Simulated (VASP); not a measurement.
# BN (Fmm2) in VASP: notebook, part 2 of 2

VASP 6.6.1.

### Step 5. Single point, PBE

INCAR

```
  PREC = Accurate
  ENCUT = 520
  EDIFF = 1E-6
  ISMEAR = 0
  SIGMA = 0.02
  LREAL = False
  LASPH = True
  NELM = 60
  ALGO = Normal
  ISIF = 2
  LWAVE = False
  LCHARG = True
  GGA = PE
  LELF = True
  LVHAR = True
  NBANDS = 11
```

KPOINTS

```
regular mesh
0
Gamma
  14 14 14
```

POSCAR

```
BN
1.0
    0.0000000000      3.4953158300      2.1660912400
    1.2516321000      0.0000000000      2.1660912400
    1.2516321000      3.4953158300      0.0000000000
B N
1 1
Direct
    0.0000486500      0.0000486500      0.9999513500
    0.6666513400      0.6666513400      0.3333486600
```

Potentials or basis: VASP PAW PBE potentials, release 64 (B, N).

On the command line:

```
> cat potpaw_PBE.64/B/POTCAR potpaw_PBE.64/N/POTCAR > POTCAR
> mpirun -np 1 vasp_std > vasp.out
```

OUTCAR:

```text
PREC = Accurate
   ENCUT = 520
   EDIFF = 1E-6
   ISMEAR = 0
   LREAL = False
   LASPH = True
   NELM = 60
   ISIF = 2
   GGA = PE

 ion  position               nearest neighbor table
   1  0.000  0.000  1.000-   2 1.44   2 1.44   2 1.44
   2  0.667  0.667  0.333-   1 1.44   1 1.44   1 1.44

  LATTYP: Found a face centered orthorhombic cell.
 ALAT       =     2.5032642000
 B/A-ratio  =     1.7306133647
 C/A-ratio  =     2.7926064137

  Lattice vectors:

 A1 = (   0.0000000000,   3.4953158300,   2.1660912400)
 A2 = (  -1.2516321000,   3.4953158300,   0.0000000000)
 A3 = (  -1.2516321000,   0.0000000000,   2.1660912400)

Analysis of symmetry for initial positions (statically):
=====================================================================
 Subroutine PRICEL returns:
 Original cell was already a primitive cell.

 Routine SETGRP: Setting up the symmetry group for a
 face centered orthorhombic supercell.

 Subroutine GETGRP returns: Found  4 space group operations
 (whereof  4 operations were pure point group operations)
 out of a pool of  8 trial point group operations.

The static configuration has the point symmetry C_2v.

[... 164 lines left out ...]
 fundamental gap:      3.7773913940
 Fermi energy:         2.1884963306

 k-point     1 :       0.0000    0.0000    0.0000
  band No.  band energies     occupation
      1     -15.8877      2.00000
      2      -2.5002      2.00000
      3       0.5603      2.00000
      4       0.5673      2.00000
      5       6.8408      0.00000
      6      13.4914      0.00000
      7      13.5507      0.00000
      8      14.9520      0.00000
      9      16.4109      0.00000
     10      27.5800      0.00000
     11      28.7311      0.00000
[... 309 lines left out ...]
 k-point    24 :       0.2857    0.1429   -0.0000
  band No.  band energies     occupation
      1     -14.7294      2.00000
      2      -2.8759      2.00000
      3      -1.4585      2.00000
      4      -1.1445      2.00000
      5       8.8928      0.00000
      6      11.7003      0.00000
      7      13.9788      0.00000
      8      16.3169      0.00000
      9      19.8714      0.00000
     10      22.1295      0.00000
     11      27.2339      0.00000

 [... further k-points ...]
[... 5 lines left out ...]
  --------------------------------------------------------------------------------------
  -------------------------------------------------------------------------------------
  Total        0.4875514      0.1895026      0.4929007      0.0000000      0.0000000      0.0000000
  in kB       41.2155531     16.0197536     41.6677584      0.0000000      0.0000000      0.0000000
  external PRESSURE =      32.9676884 kB  Pullay stress =       0.0000000 kB

 VOLUME and BASIS-vectors are now :
 -----------------------------------------------------------------------------
  energy-cutoff  :      520.00
  volume of cell :       18.95
      direct lattice vectors                 reciprocal lattice vectors
     0.000000000  3.495315830  2.166091240    -0.399478409  0.143048590  0.230830535
     1.251632100  0.000000000  2.166091240     0.399478409 -0.143048590  0.230830535
     1.251632100  3.495315830  0.000000000     0.399478409  0.143048590 -0.230830535

 POSITION                                       TOTAL-FORCE (eV/Angst)
 -----------------------------------------------------------------------------------
      1.25163      3.49532      0.00021         0.000000      0.000000      0.009714
      1.25163      3.49532      2.88806         0.000000      0.000000     -0.009714
 -----------------------------------------------------------------------------------
    total drift:                                0.000006     -0.000011     -0.000062

  FREE ENERGIE OF THE ION-ELECTRON SYSTEM (eV)
  ---------------------------------------------------
  free  energy   TOTEN  =       -17.5867933488 eV

  energy  without entropy=      -17.5867933488  energy(sigma->0) =      -17.58679335
```

stdout:

```text
POSCAR found type information on POSCAR B N
 POSCAR found :  2 types and       2 ions
 scaLAPACK will be used
 LDA part: xc-table for (Slater+PW92), standard interpolation
 POSCAR, INCAR and KPOINTS ok, starting setup
 FFT: planning ... GRIDC
 FFT: planning ... GRID_SOFT
 FFT: planning ... GRID
 WAVECAR not read
 entering main loop
```

It took 45 s on 1 thread of AMD EPYC 9R45 (Zen 5), shared host; peak memory 0.18 GiB.

What came out:

| Property | Result |
| --- | --- |
| Free energy | -17.5868 eV |
| Pressure | 3.3 GPa |
| Largest force | 0.010 eV/Å |
| Band gap on the k mesh | 3.78 eV, indirect (least direct gap 4.67 eV) |

Forces in eV/Å, atoms in the order of the input:
```
B    0.000  0.000  0.010
N    0.000  0.000 -0.010
```

Levels at points of the mesh, in eV from the valence-band top:
```csv
k point,band 1,band 2,band 3,band 4,band 5,band 6,band 7,band 8
"(0.00, 0.00, 0.00)",-17.94,-4.55,-1.49,-1.48,4.79,11.44,11.50,12.90
"(0.50, 0.00, 0.00)",-14.75,-9.06,-4.29,-1.08,4.56,9.75,13.26,15.54
"(0.50, 0.50, 0.00)",-14.79,-9.15,-4.28,-0.59,5.70,9.34,12.17,13.64
"(0.50, 0.00, 0.50)",-17.74,-6.18,-1.51,-1.48,9.51,11.40,11.46,11.83
"(0.00, 0.50, 0.50)",-14.69,-8.96,-4.32,-1.52,3.78,9.83,14.43,18.41
```

### Step 6. Single point, PBE

INCAR

```
ALGO     = Normal         # electronic algorithm
EDIFF    = 1E-6           # SCF threshold, eV
ENCUT    = 520            # plane-wave cutoff, eV
GGA      = PE             # functional
ISIF     = 2              # what is computed and relaxed
ISMEAR   = 0              # smearing method
LASPH    = T              # aspherical terms in the spheres
LCHARG   = F              # write CHGCAR
LREAL    = F              # projectors in reciprocal space
LWAVE    = F              # write WAVECAR
NBANDS   = 11             # bands
NELM     = 80             # most SCF steps
PREC     = Accurate       # precision mode
SIGMA    = 0.02           # smearing width, eV
```

KPOINTS

```
k-points
0
Gamma
  16 16 16
```

POSCAR is that of step 5.

Potentials or basis: VASP PAW PBE potentials, release 64 (B, N).

On the command line:

```
> cat potpaw_PBE.64/B/POTCAR potpaw_PBE.64/N/POTCAR > POTCAR
> mpirun -np 1 vasp_std > vasp.out
```

Wall time 61 s (1 thread of AMD EPYC 9R45 (Zen 5), shared host); peak memory 0.21 GiB.

The run converged. Its results:

```
Free energy            : -17.5868 eV
Pressure               : 3.3 GPa
Largest force          : 0.010 eV/Å
Band gap on the k mesh : 3.82 eV, indirect (least direct gap 4.61 eV)
```

Forces in eV/Å, atoms in the order of the input:
```
B    0.000  0.000  0.010
N    0.000  0.000 -0.010
```

Stress tensor (GPa, compression positive):
```
4.12 0.00 0.00
0.00 1.60 0.00
0.00 0.00 4.17
```

Levels at points of the mesh, in eV from the valence-band top:
| k point | band 1 | band 2 | band 3 | band 4 | band 5 | band 6 | band 7 | band 8 | band 9 |
| --- | --- | --- | --- | --- | --- | --- | --- | --- | --- |
| (0.00, 0.00, 0.00) | -17.89 | -4.50 | -1.44 | -1.44 | 4.84 | 11.49 | 11.55 | 12.95 | 14.41 |
| (0.50, 0.00, 0.00) | -14.70 | -9.01 | -4.24 | -1.04 | 4.61 | 9.79 | 13.31 | 15.58 | 19.69 |
| (0.50, 0.50, 0.00) | -14.75 | -9.10 | -4.24 | -0.55 | 5.74 | 9.38 | 12.22 | 13.68 | 19.40 |
| (0.50, 0.00, 0.50) | -17.70 | -6.14 | -1.46 | -1.44 | 9.55 | 11.44 | 11.51 | 11.88 | 15.66 |
| (0.00, 0.50, 0.50) | -14.64 | -8.92 | -4.28 | -1.48 | 3.82 | 9.87 | 14.48 | 18.46 | 19.38 |

A k mesh can miss the band edges. Expect the measured gap to be larger: semilocal functionals such as PBE lack the derivative discontinuity.

### Step 7. The runs side by side

```tsv
k mesh	smearing	gap on the mesh (eV)	pressure (GPa)	largest force (eV/Å)
12 × 12 × 12	gaussian 0.02 eV	3.85	3.3	0.01
12 × 12 × 12	gaussian 0.01 eV	3.85	3.3	0.01
14 × 14 × 14	gaussian 0.02 eV	3.78	3.3	0.01
16 × 16 × 16	gaussian 0.02 eV	3.82	3.3	0.01
```

Alike in all rows: task single point; level PBE; potentials or basis VASP PAW PBE potentials, release 64 (B, N); no spin polarisation; cell as given; cutoff (eV) 520.

On the cell as given the gap runs from 3.78 eV (PBE) to 3.85 eV (PBE); the meshes differ, which moves gaps too.

Absolute energies hang on the potentials; compare differences alone.
